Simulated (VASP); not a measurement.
# P (Im-3m) in VASP: a series of runs

Runs on P. Level: PBE+D3(BJ). Tasks: single point.

Program: VASP 6.6.1. These are calculated values, not measurements. Logs are shortened: lines on timing, memory, paths and dates and some standing lists are left out, and cuts for length are marked.

### 1 The cell of the first run

The structure is cubic, space group Im-3m (No. 229). The conventional cell has a = 2.582 Å, b = 2.582 Å, c = 2.582 Å, α = 90.00°, β = 90.00°, γ = 90.00°. P (site symmetry m-3m) has 14 P at 2.24 to 2.58 Å within 3.0 Å.

### 2 Single point, PBE+D3(BJ) (volume scaled by 0.640)

INCAR reads:

```
PREC = Accurate
ENCUT = 520
EDIFF = 1E-6
ISMEAR = 0
SIGMA = 0.05
LREAL = False
LASPH = True
NELM = 100
ALGO = Normal
ISIF = 2
LWAVE = False
LCHARG = False
GGA = PE
IVDW = 12
NBANDS = 8
```

KPOINTS reads:

```
regular mesh
0
Gamma
  24 24 24
```

POSCAR reads:

```
P
1.0
   -1.2911871052      1.2911871052      1.2911871052
    1.2911871052     -1.2911871052      1.2911871052
    1.2911871052      1.2911871052     -1.2911871052
P
1
Direct
    0.0000000000      0.0000000000      0.0000000000
```

Potentials or basis: VASP PAW PBE potentials, release 64 (P).

The run is started by

```
$ cat potpaw_PBE.64/P/POTCAR > POTCAR
$ mpirun -np 1 vasp_std > vasp.out
```

OUTCAR:

```text
PREC = Accurate
   ENCUT = 520
   EDIFF = 1E-6
   ISMEAR = 0
   LREAL = False
   LASPH = True
   NELM = 100
   ISIF = 2
   GGA = PE
   IVDW = 12
 IVDW          = 12

 ion  position               nearest neighbor table
   1  0.000  0.000  0.000-

  LATTYP: Found a body centered cubic cell.
 ALAT       =     2.5823742104

  Lattice vectors:

 A1 = (  -1.2911871052,   1.2911871052,   1.2911871052)
 A2 = (   1.2911871052,  -1.2911871052,   1.2911871052)
 A3 = (   1.2911871052,   1.2911871052,  -1.2911871052)

Analysis of symmetry for initial positions (statically):
=====================================================================
 Subroutine PRICEL returns:
 Original cell was already a primitive cell.

 Routine SETGRP: Setting up the symmetry group for a
 body centered cubic supercell.

 Subroutine GETGRP returns: Found 48 space group operations
 (whereof 48 operations were pure point group operations)
 out of a pool of 48 trial point group operations.

The static configuration has the point symmetry O_h .

Analysis of symmetry for dynamics (positions and initial velocities):
=====================================================================
 Subroutine PRICEL returns:
 Original cell was already a primitive cell.

 Routine SETGRP: Setting up the symmetry group for a
 body centered cubic supercell.

 Subroutine GETGRP returns: Found 48 space group operations
 (whereof 48 operations were pure point group operations)
 out of a pool of 48 trial point group operations.

The dynamic configuration has the point symmetry O_h .

 Subroutine INISYM returns: Found 48 space group operations
 (whereof 48 operations are pure point group operations),
 and found     1 'primitive' translations

----------------------------------------------------------------------------------------

                                     Primitive cell

  volume of cell :       8.6105

  direct lattice vectors                    reciprocal lattice vectors
    -1.291187105  1.291187105  1.291187105     0.000000000  0.387240546  0.387240546
     1.291187105 -1.291187105  1.291187105     0.387240546  0.000000000  0.387240546
     1.291187105  1.291187105 -1.291187105     0.387240546  0.387240546  0.000000000

  length of vectors
     2.236401668  2.236401668  2.236401668     0.547640832  0.547640832  0.547640832

  position of ions in fractional coordinates (direct lattice)
     0.000000000  0.000000000  0.000000000

  ion indices of the primitive-cell ions
   primitive index   ion index
                 1           1

----------------------------------------------------------------------------------------

 KPOINTS: regular mesh

Automatic generation of k-mesh.
 Grid dimensions read from file:
 generate k-points for:   24   24   24

 Generating k-lattice:

  Cartesian coordinates                     Fractional coordinates (reciprocal lattice)
     0.000000000  0.016135023  0.016135023     0.041666667  0.000000000  0.000000000
     0.016135023  0.000000000  0.016135023     0.000000000  0.041666667  0.000000000
     0.016135023  0.016135023  0.000000000     0.000000000  0.000000000  0.041666667

  Length of vectors
     0.022818368  0.022818368  0.022818368

  Shift w.r.t. Gamma in fractional coordinates (k-lattice)
     0.000000000  0.000000000  0.000000000

 Subroutine IBZKPT returns following result:
 ===========================================

 Found    413 irreducible k-points:

 Following reciprocal coordinates:
            Coordinates               Weight
  0.000000  0.000000  0.000000      1.000000
  0.041667  0.000000  0.000000     12.000000
  0.083333  0.000000  0.000000     12.000000
  0.125000  0.000000  0.000000     12.000000
  0.166667  0.000000  0.000000     12.000000
  0.208333  0.000000  0.000000     12.000000
[... 16 lines left out ...]
  0.416667  0.041667  0.000000     48.000000
  0.458333  0.041667  0.000000     48.000000
 [... further k-points ...]
   k-points           NKPTS =    413   k-points in BZ     NKDIM =    413   number of bands    NBANDS=      8
   number of dos      NEDOS =    301   number of ions     NIONS =      1
   total plane-waves  NPLWV =   5832
   dimension x,y,z NGX =    18 NGY =   18 NGZ =   18
   dimension x,y,z NGXF=    36 NGYF=   36 NGZF=   36
   ions per type =               1
   NGX,Y,Z   is equivalent  to a cutoff of  13.38, 13.38, 13.38 a.u.
   NGXF,Y,Z  is equivalent  to a cutoff of  26.76, 26.76, 26.76 a.u.
 SYSTEM =  unknown system
   PREC   = accura    normal or accurate (medium, high low for compatibility)
   ISTART =      0    job   : 0-new  1-cont  2-samecut
   ICHARG =      2    charge: 1-file 2-atom 10-const
   ISPIN  =      1    spin polarized calculation?
   LNONCOLLINEAR =      F non collinear calculations
   LSORBIT =      F    spin-orbit coupling
   LASPH  =      T    aspherical Exc in radial PAW
   ENCUT  =  520.0 eV  38.22 Ry    6.18 a.u.   4.16  4.16  4.16*2*pi/ulx,y,z
   NELM   =    100;   NELMIN=  2; NELMDL= -5     # of ELM steps
   EDIFF  = 0.1E-05   stopping-criterion for ELM
   LREAL  =      F    real-space projection
   EDIFFG = 0.1E-04   stopping-criterion for IOM
   NSW    =      0    number of steps for IOM
   IBRION =     -1    ionic relax: 0-MD 1-quasi-New 2-CG
   NFREE  =      0    steps in history (QN), initial steepest desc. (CG)
   ISIF   =      2    stress and relaxation
   ISYM   =      2    0-nonsym 1-usesym 2-fastsym
   POTIM  = 0.5000    time-step for ionic-motion
   TEBEG  =    0.0;   TEEND  =   0.0 temperature during run
   PSTRESS=    0.0 pullay stress
   NELECT =       5.0000    total number of electrons
   NUPDOWN=      -1.0000    fix difference up-down
   EMIN   =  10.00;   EMAX   =-10.00  energy-range for DOS
   EFERMI =   0.00;   METHOD = LEGACY
   ISMEAR =     0;   SIGMA  =   0.05  broadening in eV -4-tet -1-fermi 0-gaus
   EFERMI_NEDOS =   21; number of points for ismear=-14 and -15
   IALGO  =     38    algorithm
   IMIX   =      4    mixing-type and parameters
     AMIX     =   0.40;   BMIX     =  1.00
     AMIX_MAG =   1.60;   BMIX_MAG =  1.00
  volume/ion in A,a.u.               =       8.61        58.11
  Fermi-wavevector in a.u.,A,eV,Ry     =   1.365806  2.580999 25.380659  1.865426
  Thomas-Fermi vector in A             =   2.492002
   LORBIT       =      0    0 simple, 1 ext, 2 COOP (PROOUT), +10 PAW based schemes
   GGA     = PE    functional components
   LHFCALC =     F    Hartree Fock is set to
   AEXX    =    0.0000 exact exchange contribution
   IVDW    =    12    specifies the selected vdW correction
   LEPSILON=     F    determine dielectric tensor
   LRPA    =     F    only Hartree local field effects (RPA)
 non-spin polarized calculation
 Gauss-broadening in eV      SIGMA  =   0.05
  energy-cutoff  :      520.00
  volume of cell :        8.61
 maximum number of plane-waves:       241
 NGX is ok and might be reduce to    18
   NGX =  9   NGY =  9   NGZ =  9

 number of electron       5.0000001 magnetization

 Free energy of the ion-electron system (eV)
  ---------------------------------------------------
  ext. energy  EPLUGINS =         0.00000000
  ---------------------------------------------------
  free energy    TOTEN  =        -3.17792539 eV

  energy without entropy =       -3.17744142  energy(sigma->0) =       -3.17768340

 E-fermi :  18.9944     XC(G=0): -13.8891

 val. band max:       18.9823563182   @ k =   0.2917   0.2917   0.0833
 cond. band min:      19.0029125943   @ k =  -0.2500   0.2500   0.0417
 fundamental gap:      0.0205562761
 Fermi energy:        18.9943766339

 k-point     1 :       0.0000    0.0000    0.0000
  band No.  band energies     occupation
      1      -4.0177      2.00000
      2      32.3799      0.00000
      3      32.3799      0.00000
      4      32.3799      0.00000
      5      32.6600      0.00000
      6      32.6600      0.00000
      7      32.6600      0.00000
      8      37.8488      0.00000

 k-point     2 :       0.0417    0.0000    0.0000
  band No.  band energies     occupation
      1      -3.9431      2.00000
      2      30.8062      0.00000
      3      31.0950      0.00000
      4      32.1215      0.00000
      5      32.5180      0.00000
      6      33.8066      0.00000
      7      34.0729      0.00000
      8      37.1570      0.00000

 k-point     3 :       0.0833    0.0000    0.0000
  band No.  band energies     occupation
      1      -3.7196      2.00000
      2      28.7017      0.00000
      3      29.8079      0.00000
      4      31.4524      0.00000
      5      32.1147      0.00000
      6      34.5757      0.00000
      7      35.7433      0.00000
      8      36.2556      0.00000

 k-point     4 :       0.1250    0.0000    0.0000
  band No.  band energies     occupation
      1      -3.3475      2.00000
      2      26.3352      0.00000
      3      28.6462      0.00000
      4      30.5708      0.00000
      5      31.5195      0.00000
      6      34.2704      0.00000
      7      36.4414      0.00000
      8      37.5414      0.00000

 k-point     5 :       0.1667    0.0000    0.0000
  band No.  band energies     occupation
      1      -2.8276      2.00000
      2      23.8605      0.00000
      3      27.6107      0.00000
      4      29.6287      0.00000
      5      30.8254      0.00000
      6      33.4793      0.00000
      7      37.2400      0.00000
      8      37.9573      0.00000

 k-point     6 :       0.2083    0.0000    0.0000
  band No.  band energies     occupation
      1      -2.1610      2.00000
      2      21.3785      0.00000
      3      26.7005      0.00000
      4      28.7150      0.00000
      5      30.1132      0.00000
      6      32.7056      0.00000
      7      38.1652      0.00000
      8      38.3705      0.00000

 k-point     7 :       0.2500    0.0000    0.0000
  band No.  band energies     occupation
      1      -1.3489      2.00000
      2      18.9458      1.83064
      3      25.9147      0.00000
      4      27.8781      0.00000
      5      29.4386      0.00000
      6      32.0086      0.00000
      7      38.9406      0.00000
      8      39.1686      0.00000

 k-point     8 :       0.2917    0.0000    0.0000
  band No.  band energies     occupation
      1      -0.3929      2.00000
      2      16.5938      2.00000
      3      25.2520      0.00000
      4      27.1451      0.00000
      5      28.8357      0.00000
      6      31.4004      0.00000
      7      39.6477      0.00000
      8      40.2469      0.00000

 k-point     9 :       0.3333    0.0000    0.0000
  band No.  band energies     occupation
      1       0.7051      2.00000
      2      14.3409      2.00000
      3      24.7115      0.00000
      4      26.5319      0.00000
      5      28.3251      0.00000
      6      30.8891      0.00000
      7      40.4725      0.00000
      8      41.3922      0.00000

 k-point    10 :       0.3750    0.0000    0.0000
  band No.  band energies     occupation
      1       1.9429      2.00000
      2      12.1985      2.00000
      3      24.2923      0.00000
      4      26.0481      0.00000
      5      27.9190      0.00000
      6      30.4823      0.00000
      7      41.3874      0.00000
      8      42.5778      0.00000
[... 78 lines left out ...]
 k-point    18 :       0.2083    0.0417    0.0000
  band No.  band energies     occupation
      1      -1.7176      2.00000
      2      20.2006      0.00000
      3      25.6406      0.00000
      4      27.6445      0.00000
      5      30.6112      0.00000
      6      32.7908      0.00000
      7      37.5633      0.00000
      8      39.7310      0.00000

 k-point    19 :       0.2500    0.0417   -0.0000
  band No.  band energies     occupation
      1      -0.8336      2.00000
      2      17.8075      2.00000
      3      24.9006      0.00000
      4      26.8904      0.00000
      5      29.9500      0.00000
      6      32.1944      0.00000
      7      38.3203      0.00000
      8      40.6620      0.00000

 k-point    20 :       0.2917    0.0417   -0.0000
  band No.  band energies     occupation
      1       0.1934      2.00000
      2      15.5046      2.00000
      3      24.2822      0.00000
      4      26.2474      0.00000
      5      29.3714      0.00000
      6      31.6743      0.00000
      7      39.1785      0.00000
      8      41.6765      0.00000

 k-point    21 :       0.3333    0.0417    0.0000
  band No.  band energies     occupation
      1       1.3613      2.00000
      2      13.3067      2.00000
      3      23.7863      0.00000
      4      25.7257      0.00000
      5      28.8944      0.00000
      6      31.2426      0.00000
      7      40.1352      0.00000
      8      42.7340      0.00000

 k-point    22 :       0.3750    0.0417    0.0000
  band No.  band energies     occupation
      1       2.6676      2.00000
      2      11.2235      2.00000
      3      23.4137      0.00000
      4      25.3310      0.00000
      5      28.5299      0.00000
      6      30.9098      0.00000
      7      41.1692      0.00000
      8      43.7446      0.00000

 k-point    23 :       0.4167    0.0417    0.0000
  band No.  band energies     occupation
      1       4.1082      2.00000
      2       9.2632      2.00000
      3      23.1649      0.00000
      4      25.0664      0.00000
      5      28.2840      0.00000
      6      30.6836      0.00000
      7      42.2220      0.00000
      8      44.4849      0.00000

 k-point    24 :       0.4583    0.0417    0.0000
  band No.  band energies     occupation
      1       5.6652      2.00000
      2       7.4460      2.00000
      3      23.0403      0.00000
      4      24.9338      0.00000
      5      28.1603      0.00000
      6      30.5693      0.00000
      7      43.0929      0.00000
      8      44.6389      0.00000

 [... further k-points ...]

------------------------ aborting loop because EDIFF is reached ----------------------------------------

 Edisp (eV)   -0.82445

 E8    (eV) :    -0.3103

  FORCE on cell =-STRESS in cart. coord.  units (eV):
  Direction    XX          YY          ZZ          XY          YZ          ZX
  --------------------------------------------------------------------------------------
  -------------------------------------------------------------------------------------
  Total       6.29074     6.29074     6.29074     0.00000    -0.00000    -0.00000
  in kB    1170.53518  1170.53518  1170.53518     0.00000    -0.00000    -0.00000
  external pressure =     1170.54 kB  Pullay stress =        0.00 kB

 VOLUME and BASIS-vectors are now :
 -----------------------------------------------------------------------------
  energy-cutoff  :      520.00
  volume of cell :        8.61
      direct lattice vectors                 reciprocal lattice vectors
    -1.291187105  1.291187105  1.291187105     0.000000000  0.387240546  0.387240546
     1.291187105 -1.291187105  1.291187105     0.387240546  0.000000000  0.387240546
     1.291187105  1.291187105 -1.291187105     0.387240546  0.387240546  0.000000000

 POSITION                                       TOTAL-FORCE (eV/Angst)
 -----------------------------------------------------------------------------------
      0.00000      0.00000      0.00000        -0.000000      0.000000     -0.000000
 -----------------------------------------------------------------------------------
    total drift:                               -0.000000     -0.000000      0.000000

  FREE ENERGIE OF THE ION-ELECTRON SYSTEM (eV)
  ---------------------------------------------------
  free  energy   TOTEN  =        -4.0023776010 eV

  energy  without entropy=       -4.0018936379  energy(sigma->0) =       -4.00213562
```

It took 17 s on 1 thread of Intel Xeon Platinum 8259CL at 2.50GHz (Skylake/Cascade Lake), shared host; peak memory 0.14 GiB.

Results:

```yaml
Free_energy: -4.0024 eV
Pressure: 117.1 GPa
Dispersion_energy_per_atom: -0.824 eV
```

Caveat: pairwise dispersion overbinds metals, which lowers pressure and volume.

### 3 Single point, PBE+D3(BJ) (volume scaled by 0.840)

INCAR reads:

```
SYSTEM = P
  PREC = Accurate
  ENCUT = 520
  EDIFF = 1E-6
  ISMEAR = 0
  SIGMA = 0.05
  LREAL = .FALSE.
  LASPH = .TRUE.
  NELM = 60
  ALGO = Normal
  ISIF = 2
  LWAVE = .FALSE.
  LCHARG = .TRUE.
  GGA = PE
  IVDW = 12
  LELF = .TRUE.
  LVHAR = .TRUE.
  NBANDS = 8
```

KPOINTS reads:

```
Automatic mesh
0
G
  22 22 22
  0 0 0
```

POSCAR reads:

```
P
1.0
   -1.4136946601      1.4136946601      1.4136946601
    1.4136946601     -1.4136946601      1.4136946601
    1.4136946601      1.4136946601     -1.4136946601
P
1
Direct
    0.0000000000      0.0000000000      0.0000000000
```

Potentials or basis: VASP PAW PBE potentials, release 64 (P).

The run is started by

```
$ cat potpaw_PBE.64/P/POTCAR > POTCAR
$ mpirun -np 1 vasp_std > vasp.out
```

Wall time 14 s (1 thread of Intel Xeon Platinum 8259CL at 2.50GHz (Skylake/Cascade Lake), shared host); peak memory 0.14 GiB.

It converged, with:

```yaml
Free_energy: -5.0432 eV
Pressure: 25.6 GPa
Dispersion_energy_per_atom: -0.621 eV
```

Levels at points of the mesh, in eV from the Fermi level:
```tsv
k point	band 1	band 2	band 3	band 4	band 5	band 6	band 7	band 8
(0.00, 0.00, 0.00)	-19.22	9.65	9.65	9.65	12.53	12.53	12.53	17.13
(0.50, 0.00, 0.00)	-10.89	-9.97	3.28	6.58	6.95	9.19	21.51	22.01
(0.50, 0.50, 0.50)	-3.29	-3.29	-3.29	-2.28	1.02	1.02	26.59	26.59
```

Caveat: pairwise dispersion overbinds metals, which lowers pressure and volume.

### 4 Single point, PBE+D3(BJ) (volume scaled by 0.680)

INCAR reads:

```
SYSTEM = P
PREC = Accurate
ENCUT = 520
EDIFF = 1E-6
ISMEAR = 0
SIGMA = 0.05
LREAL = .False.
LASPH = .True.
NELM = 60
ALGO = Normal
ISIF = 2
LWAVE = .False.
LCHARG = .False.
GGA = PE
IVDW = 12
NBANDS = 8
```

KPOINTS reads:

```
regular mesh
0
Gamma
  24 24 24
  0 0 0
```

POSCAR reads:

```
P
1.0
   -1.3175451089      1.3175451089      1.3175451089
    1.3175451089     -1.3175451089      1.3175451089
    1.3175451089      1.3175451089     -1.3175451089
P
1
Direct
    0.0000000000      0.0000000000      0.0000000000
```

The run is started by

```
$ cat potpaw_PBE.64/P/POTCAR > POTCAR
$ mpirun -np 1 vasp_std > vasp.out
```

Wall time 16 s (1 thread of Intel Xeon Platinum 8259CL at 2.50GHz (Skylake/Cascade Lake), shared host); peak memory 0.14 GiB.

The run converged. Its results:

```
Free energy                : -4.3461 eV
Pressure                   : 88.6 GPa
Dispersion energy per atom : -0.774 eV
```

Levels at points of the mesh, in eV from the Fermi level:
```
           k point  band 1  band 2  band 3  band 4  band 5  band 6  band 7  band 8
(0.00, 0.00, 0.00)  -22.12   12.64   12.64   12.64   13.16   13.16   13.16   18.43
(0.50, 0.00, 0.00)  -12.11  -11.94    4.37    6.54    7.96   10.49   23.81   25.07
(0.50, 0.50, 0.50)   -3.88   -3.88   -3.88   -0.45   -0.45    0.17   29.95   29.95
```

Caveat: pairwise dispersion overbinds metals, which lowers pressure and volume.

### 5 Summary

```csv
cell,k mesh,gap on the mesh (eV),pressure (GPa)
"a = 2.236 Å, angles 109.5°, 1 atom",24 × 24 × 24,none,117.1
"a = 2.449 Å, angles 109.5°, 1 atom",22 × 22 × 22,none,25.6
"a = 2.282 Å, angles 109.5°, 1 atom",24 × 24 × 24,none,88.6
```

Alike in all rows: task single point; level PBE+D3(BJ); potentials or basis VASP PAW PBE potentials, release 64 (P); no spin polarisation; cutoff (eV) 520; smearing gaussian 0.05 eV.

Caveats: pairwise dispersion overbinds metals, which lowers pressure and volume.

Absolute energies hang on the potentials; compare differences alone.
